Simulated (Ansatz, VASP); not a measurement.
**Two plane-wave programs on Sn**

Contents of INCAR:

```
SYSTEM = Sn
PREC = Accurate
ENCUT = 500
EDIFF = 1E-6
ISMEAR = 0
SIGMA = 0.1
LREAL = .FALSE.
LASPH = .TRUE.
NELM = 120
ALGO = Normal
ISIF = 2
LWAVE = .FALSE.
LCHARG = .FALSE.
GGA = PS
NBANDS = 13
GGA_COMPAT = .FALSE.
```

KPOINTS

```
regular mesh
0
G
  6 6 6
  0 0 0
```

POSCAR

```
Sn
1.0
    3.5443363559      0.0000000000      0.0000000000
   -1.7721681779      3.0694853237      0.0000000000
    0.0000000000      0.0000000000      3.3117392825
Sn
1
Direct
    0.0000000000      0.0000000000      0.0000000000
```

Input for Ansatz:

```yaml
crystal:
  lattice:
    - [3.5443363559, 0.0, 0.0]
    - [-1.7721681779, 3.0694853237, 0.0]
    - [0.0, 0.0, 3.3117392825]
  atoms:
    - { symbol: Sn, position: [0.0, 0.0, 0.0] }
basis:
  ecutwfc: 420
kpoints:
  mp_grid: { grid: [6, 6, 6] }
hamiltonian:
  xc: pbesol
scf:
  occupations: { method: gaussian, width: 0.1 }
  lower_state_search: "off"
output:
  forces: true
  stress: true
  eigenvalues: true
```

Alike in both runs: task single point; functional PBEsol; k mesh 6 × 6 × 6; occupations gaussian, width 0.1 eV; no spin polarisation.

```csv
,VASP,Ansatz
version,VASP 6.6.1,Ansatz 0.2.0
potentials or method,"VASP PAW PBE potentials, release 64 (Sn_d), cutoff 500 eV","scalar-relativistic, plane waves, PAW"
valence electrons in the cell,14,14
```

|  | VASP | Ansatz | Ansatz less VASP |
| --- | --- | --- | --- |
| gap on the k mesh at the Fermi level (eV) | none | none | - |
| pressure (GPa) | -8.3 | -8.3 | +0.04 |
| traceless stress, the component that is largest in VASP (GPa) | 3.59 | 3.60 | +0.005 |

VASP's potentials were made for PBE, not for PBEsol. A gap of «none» marks a metal or a gap that the smearing closes. With one functional, cell and mesh, what is left measures potentials, basis and numerics.
